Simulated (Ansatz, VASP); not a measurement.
This is a calculation of CoO for Ansatz 0.2.0.

Contents of input.yaml:

```yaml
crystal:
  lattice:
    - [-1.5278448268, 1.5278448268, 2.1349805184]
    - [1.5278448268, -1.5278448268, 2.1349805184]
    - [1.5278448268, 1.5278448268, -2.1349805184]
  atoms:
    - { symbol: Co, position: [0.0, 0.0, 0.0], spin: 2.0 }
    - { symbol: O, position: [0.5, 0.5, 0.0] }
hamiltonian:
  xc: pbe
  pseudopotentials: { kind: nc }
magnetization:
  spin_polarized: true
kpoints:
  mp_grid: { grid: [12, 12, 12] }
scf:
  occupations: { method: fermi_dirac, width: 0.05 }
output:
  forces: true
  stress: true
  eigenvalues: true
```

Potentials or basis: PseudoDojo standard (PBE files) with Ansatz NC.

The run is started by

```bash
$ ansatz run input.yaml --threads 2 --pin off --max-ram 5632MiB --backend cpu --events-out ev --progress --plain --runs-dir out
```

Translate it to VASP 6.6.1. Potentials there: VASP PAW PBE potentials, release 64 (Co, O).

As run (the cutoff follows the program's own potentials):

Contents of INCAR:

```
SYSTEM = CoO
  PREC = Accurate
  ENCUT = 520
  EDIFF = 1E-7
  ISMEAR = -1
  SIGMA = 0.05
  LREAL = .FALSE.
  LASPH = .TRUE.
  NELM = 150
  ALGO = Normal
  ISIF = 2
  LWAVE = .FALSE.
  LCHARG = .FALSE.
  ISPIN = 2
  MAGMOM = 2 0
  LORBIT = 11
  LMAXMIX = 4
  GGA = PE
  NBANDS = 18
```

KPOINTS

```
Automatic mesh
0
G
  12 12 12
  0 0 0
```

POSCAR

```
CoO
1.0
   -1.5278448268      1.5278448268      2.1349805184
    1.5278448268     -1.5278448268      2.1349805184
    1.5278448268      1.5278448268     -2.1349805184
Co O
1 1
Direct
    0.0000000000      0.0000000000      0.0000000000
    0.5000000000      0.5000000000      0.0000000000
```

Potentials or basis: VASP PAW PBE potentials, release 64 (Co, O).

The run is started by

```sh
$ cat potpaw_PBE.64/Co/POTCAR potpaw_PBE.64/O/POTCAR > POTCAR
$ mpirun -np 1 vasp_std > vasp.out
```

Both were run:

|  | VASP | Ansatz | Ansatz less VASP |
| --- | --- | --- | --- |
| gap on the k mesh at the Fermi level (eV) | none | none | - |
| pressure (GPa) | -6.7 | -6.4 | +0.35 |
| traceless stress, the component that is largest in VASP (GPa) | -0.07 | 0.19 | +0.260 |
| net moment per atom (μB) | 1.48 | 1.50 | +0.019 |
| size of the moment on the site where the two differ most (μB) | 2.59 | 2.54 | -0.053 |

Site moments also hang on the region over which each program counts them. A gap of «none» marks a metal or a gap that the smearing closes. With one functional, cell and mesh, what is left measures potentials, basis and numerics. VASP's potentials hold 15 valence electrons a cell and Ansatz's 23, so a difference there can come from the potentials and not from the codes.
